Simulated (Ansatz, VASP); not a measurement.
**AlSe3: VASP beside Ansatz**

```xyz
4
Lattice="-1.8614 1.8614 7.4328 1.8614 -1.8614 7.4328 1.8614 1.8614 -7.4328" Properties=species:S:1:pos:R:3 pbc="T T T"
Al    0.0000    0.0000    0.0000
Se    0.0000    0.0000    7.4328
Se    1.8614    0.0000    3.7164
Se    0.0000    1.8614    3.7164
```

Alike in both runs: functional PBE; k mesh 6 × 6 × 6; occupations gaussian, width 0.1 eV; no spin polarisation.

Ansatz relaxed the structure, and its values are those at the end. VASP's run is a single point on that final structure, the one shown.

```csv
,VASP,Ansatz
version,VASP 6.6.1,Ansatz 0.2.0
potentials or method,"VASP PAW PBE potentials, release 64 (Al, Se), cutoff 520 eV","scalar-relativistic, plane waves, PAW"
valence electrons in the cell,21,51
```

|  | VASP | Ansatz | Ansatz less VASP |
| --- | --- | --- | --- |
| gap on the k mesh at the Fermi level (eV) | none | none | - |
| pressure (GPa) | 0.1 | 0.0 | -0.04 |

A gap of «none» marks a metal or a gap that the smearing closes. VASP's potentials hold 21 valence electrons a cell and Ansatz's 51, so a difference there can come from the potentials and not from the codes.

The k mesh is coarse, so the values compare programs but aren't converged.
